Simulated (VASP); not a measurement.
Write the native input for VASP 6.6.1 that does the following.

| Quantity | Value |
| --- | --- |
| Task | relaxation of cell and atoms |
| Functional | PBE |
| Dispersion | D3(BJ) |
| Potentials or basis | VASP PAW PBE potentials, release 64 (P, C, S) |
| Cutoff | 600 eV |
| k mesh | 4 × 4 × 4 |
| Occupations | gaussian, width 0.1 eV |
| Spin | no spin polarisation |
| Dipole correction | no |
| Further INCAR settings | ALGO = Normal; EDIFF = 1e-07; IBRION = 2; EDIFFG = -0.04; NSW = 90; ISIF = 3 |

The structure of PCS4 lies in POSCAR:

```
PCS4
1.0
   -3.0392768300      3.0392768300      3.6705188100
    3.0392768300     -3.0392768300      3.6705188100
    3.0392768300      3.0392768300     -3.6705188100
P C S
1 1 4
Direct
    0.0000000000      0.0000000000      0.0000000000
    0.5000000000      0.5000000000      0.0000000000
    0.5000000000      0.5000000000      0.5000000000
    0.0000000000      0.0000000000      0.5000000000
    0.5000000000      0.0000000000      0.0000000000
    0.0000000000      0.5000000000      0.0000000000
```

The cell was generated, and may not be a known phase.

One way to write it, as run:

INCAR

```
PREC = Accurate
ENCUT = 600
EDIFF = 1E-7
ISMEAR = 0
SIGMA = 0.1
LREAL = F
LASPH = T
NELM = 60
ALGO = Normal
ISIF = 3
LWAVE = F
LCHARG = F
GGA = PE
IVDW = 12
IBRION = 2
NSW = 90
EDIFFG = -0.04
```

KPOINTS

```
regular mesh
0
Gamma
  4 4 4
```

Potentials or basis: VASP PAW PBE potentials, release 64 (P, C, S).

Run with:

```bash
$ cat potpaw_PBE.64/P/POTCAR potpaw_PBE.64/C/POTCAR potpaw_PBE.64/S/POTCAR > POTCAR
$ mpirun -np 1 vasp_std > vasp.out
```

Results of the run:

```json
{
 "Relaxed volume": "15.20 Å³/atom",
 "Relaxed cell": "a = 4.939 Å, b = 4.939 Å, c = 4.939 Å, α = 113.99°, β = 113.99°, γ = 100.76°",
 "Space group after relaxing (to 0.1 Å)": "I4/mmm (No. 139)",
 "Energy gained by relaxing": "465.1 meV/atom",
 "Ionic steps": "8",
 "Pressure after relaxing": "0.1 GPa",
 "Band gap on the k mesh": "zero (an odd number of electrons rules out a gap without spin polarisation)",
 "Dispersion energy per atom": "-0.342 eV"
}
```

Caveat: the volume moved by over 15 % at a fixed basis, so the end points are rough; an odd number of electrons without spin polarisation forces a metal; a magnetic or distorted state may lie lower.

It took 3.1 min on 1 thread of Intel(R) Xeon(R) 6975P-C (Granite Rapids), with other jobs on the host, peak memory 0.36 GiB.
